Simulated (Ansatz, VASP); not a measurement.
This is a calculation of GaN for VASP 6.6.1.

POSCAR

```
GaN
1.0
    3.1800000000      0.0000000000      0.0000000000
   -1.5900000000      2.7539607840      0.0000000000
    0.0000000000      0.0000000000      5.1660000000
Ga N
2 2
Direct
    0.6666666667      0.3333333333      0.5000000000
    0.3333333333      0.6666666667      0.0000000000
    0.6666666667      0.3333333333      0.8750000000
    0.3333333333      0.6666666667      0.3750000000
```

INCAR.step1

```
PREC = Accurate
ENCUT = 520
EDIFF = 1E-5
ISMEAR = -1
SIGMA = 0.05
LREAL = False
LASPH = True
NELM = 100
ALGO = Normal
ISIF = 2
LWAVE = True
LCHARG = False
NBANDS = 26
GGA = PE
```

Contents of INCAR.step2:

```
PREC = Accurate
ENCUT = 520
EDIFF = 1E-6
ISMEAR = -1
SIGMA = 0.05
LREAL = False
LASPH = True
NELM = 100
ALGO = Normal
ISIF = 2
LWAVE = False
LCHARG = False
METAGGA = R2SCAN
LHFCALC = True
AEXX = 0.35
LMIXTAU = True
PRECFOCK = Normal
NBANDS = 26
ISTART = 1
```

The input KPOINTS:

```
regular mesh
0
Gamma
  6 6 3
```

Potentials or basis: VASP PAW PBE potentials, release 64 (Ga_d, N).

Command:

```console
$ cat potpaw_PBE.64/Ga_d/POTCAR potpaw_PBE.64/N/POTCAR > POTCAR
$ cp INCAR.step1 INCAR
$ mpirun -np 1 vasp_std > vasp.out
$ cp INCAR.step2 INCAR
$ mpirun -np 1 vasp_std > vasp.out
```

**Question.** Translate it to Ansatz 0.2.0. Potentials there: Ansatz PAW.

**Answer.** As run (the cutoff follows the program's own potentials):

input.yaml

```yaml
crystal:
  lattice:
    - [3.18, 0.0, 0.0]
    - [-1.59, 2.753960784, 0.0]
    - [0.0, 0.0, 5.166]
  atoms:
    - { symbol: Ga, position: [0.6666666667, 0.3333333333, 0.5] }
    - { symbol: Ga, position: [0.3333333333, 0.6666666667, 0.0] }
    - { symbol: "N", position: [0.6666666667, 0.3333333333, 0.875] }
    - { symbol: "N", position: [0.3333333333, 0.6666666667, 0.375] }
hamiltonian:
  xc: { exchange: r2scan, correlation: r2scan, exx: { coeff: 0.35 } }
  pseudopotentials: { kind: paw }
kpoints:
  mp_grid: { grid: [6, 6, 3] }
scf:
  occupations: { method: fermi_dirac, width: 0.05 }
output:
  forces: true
  stress: true
  eigenvalues: true
```

Potentials or basis: Ansatz PAW.

The run is started by

```sh
$ ansatz run input.yaml --threads 1 --pin off --max-ram 3584MiB --backend cpu --events-out ev --progress --plain --runs-dir out
```

Both were run:

|  | VASP | Ansatz | Ansatz less VASP |
| --- | --- | --- | --- |
| gap on the k mesh at the Fermi level (eV) | 5.03 | 4.99 | -0.040 |
| least direct gap on the mesh (eV) | 5.03 | 4.99 | -0.040 |
| pressure (GPa) | -3.2 | -4.0 | -0.73 |
| traceless stress, the component that is largest in VASP (GPa) | 0.97 | 0.97 | +0.002 |
| rms of the force components (eV/Å) | 0.093 | 0.095 | +0.0026 |

VASP's potentials were made for PBE, not for r2SCAN-based global hybrid. Atom by atom the forces differ by 0.003 eV/Å (rms over components). With one functional, cell and mesh, what is left measures potentials, basis and numerics.

Noted on Ansatz's run: odd divisions of the mesh miss points on the zone boundary, where band edges often lie, so the gap on the mesh can be too wide.
